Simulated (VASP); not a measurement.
A run of VASP 6.6.1 is set up as follows.

The input INCAR:

```
PREC     = Accurate       # precision mode
ENCUT    = 600            # plane-wave cutoff, eV
EDIFF    = 1E-6           # SCF threshold, eV
ISMEAR   = 0              # smearing method
SIGMA    = 0.01           # smearing width, eV
LREAL    = F              # projectors in reciprocal space
LASPH    = T              # aspherical terms in the spheres
NELM     = 120            # most SCF steps
ALGO     = Normal         # electronic algorithm
ISIF     = 2              # what is computed and relaxed
LWAVE    = F              # write WAVECAR
LCHARG   = T              # write CHGCAR
GGA      = PE             # functional
LELF     = T              # ELF
LVHAR    = T            
NBANDS   = 16             # bands
GGA_COMPAT= F
```

The input KPOINTS:

```
regular mesh
0
Gamma
  3 3 3
```

File POSCAR:

```
ZnO
1.0
    0.0000000000      2.1375000000      2.1375000000
    2.1375000000      0.0000000000      2.1375000000
    2.1375000000      2.1375000000      0.0000000000
Zn O
1 1
Direct
    0.0000000000      0.0000000000      0.0000000000
    0.5000000000      0.5000000000      0.5000000000
```

Potentials or basis: VASP PAW PBE potentials, release 64 (Zn, O).

Command:

```sh
$ cat potpaw_PBE.64/Zn/POTCAR potpaw_PBE.64/O/POTCAR > POTCAR
$ mpirun -np 1 vasp_std > vasp.out
```

**Question.** Estimate the band gap on the k mesh.

**Answer.** 1.14 eV, indirect (least direct gap 2.19 eV).

**Question.** What does it give for the pressure?

**Answer.** 8.1 GPa.

Caveat: the k points lie up to 0.85 Å⁻¹ apart. A k mesh can miss the band edges.
